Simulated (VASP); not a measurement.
A run of VASP 6.6.1 is set up as follows.

Contents of POSCAR:

```
BN
1.0
    2.5246509505      0.0000000000      0.0000000000
   -1.2549673680      2.1906435874      0.0000000000
   -0.6348417913     -1.0953217937      3.0425574046
N B
1 1
Direct
    0.6685060000      0.3323850000      0.9849990000
    0.9796430000      0.9834990000      0.0018060000
```

The input INCAR.step1:

```
SYSTEM = BN
  PREC = Accurate
  ENCUT = 520
  EDIFF = 1E-5
  ISMEAR = -1
  SIGMA = 0.05
  LREAL = .False.
  LASPH = .True.
  NELM = 60
  ALGO = Normal
  ISIF = 2
  LWAVE = .True.
  LCHARG = .False.
  NBANDS = 11
  GGA = PE
```

Contents of INCAR.step2:

```
SYSTEM = BN
  PREC = Accurate
  ENCUT = 520
  EDIFF = 1E-6
  ISMEAR = -1
  SIGMA = 0.05
  LREAL = .False.
  LASPH = .True.
  NELM = 60
  ALGO = Normal
  ISIF = 2
  LWAVE = .False.
  LCHARG = .False.
  GGA = PE
  LHFCALC = .True.
  AEXX = 0.25
  PRECFOCK = Normal
  NBANDS = 11
  ISTART = 1
```

File KPOINTS:

```
regular mesh
0
Gamma
  6 6 4
  0 0 0
```

Potentials or basis: VASP PAW PBE potentials, release 64 (N, B).

Command:

```console
$ cat potpaw_PBE.64/N/POTCAR potpaw_PBE.64/B/POTCAR > POTCAR
$ cp INCAR.step1 INCAR
$ mpirun -np 1 vasp_std > vasp.out
$ cp INCAR.step2 INCAR
$ mpirun -np 1 vasp_std > vasp.out
```

**Question.** Estimate the largest force.

**Answer.** 2.691 eV/Å.

**Question.** Estimate the pressure.

**Answer.** -5.8 GPa.

Forces on the atoms (eV/Å):
```
N   -1.632 -2.037  0.657
B    1.632  2.037 -0.657
```

Caveat: the k points lie up to 0.52 Å⁻¹ apart; the PAW data sets were made with another functional, which shifts forces and pressure a little.
